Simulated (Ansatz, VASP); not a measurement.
# One calculation of TaN, two programs

```xyz
2
Lattice="-0.2208 2.2081 2.1492 1.9873 0.0000 1.9283 2.2081 2.2081 -0.2208" Properties=species:S:1:pos:R:3 pbc="T T T"
Ta    1.9873    2.2081    1.9283
N     0.0000    0.0000    0.0000
```

Change from the starting cell: engineering shear strain xz -0.2000, normal strain along z -0.0267.

Alike in both runs: task single point; functional PBE; k mesh 18 × 18 × 18; occupations gaussian, width 0.15 eV; no spin polarisation.

|  | VASP | Ansatz |
| --- | --- | --- |
| version | VASP 6.6.1 | Ansatz 0.2.0 |
| potentials or method | VASP PAW PBE potentials, release 64 (Ta_pv, N), cutoff 520 eV | scalar-relativistic, plane waves, PAW |
| valence electrons in the cell | 16 | 18 |

```tsv
	VASP	Ansatz	Ansatz less VASP
gap on the k mesh at the Fermi level (eV)	none	none	-
pressure (GPa)	16.3	15.1	-1.19
traceless stress, the component that is largest in VASP (GPa)	17.02	16.81	-0.207
```

A gap of «none» marks a metal or a gap that the smearing closes. With one functional, cell and mesh, what is left measures potentials, basis and numerics. VASP's potentials hold 16 valence electrons a cell and Ansatz's 18, so a difference there can come from the potentials and not from the codes.

Neither program's run includes spin-orbit coupling.
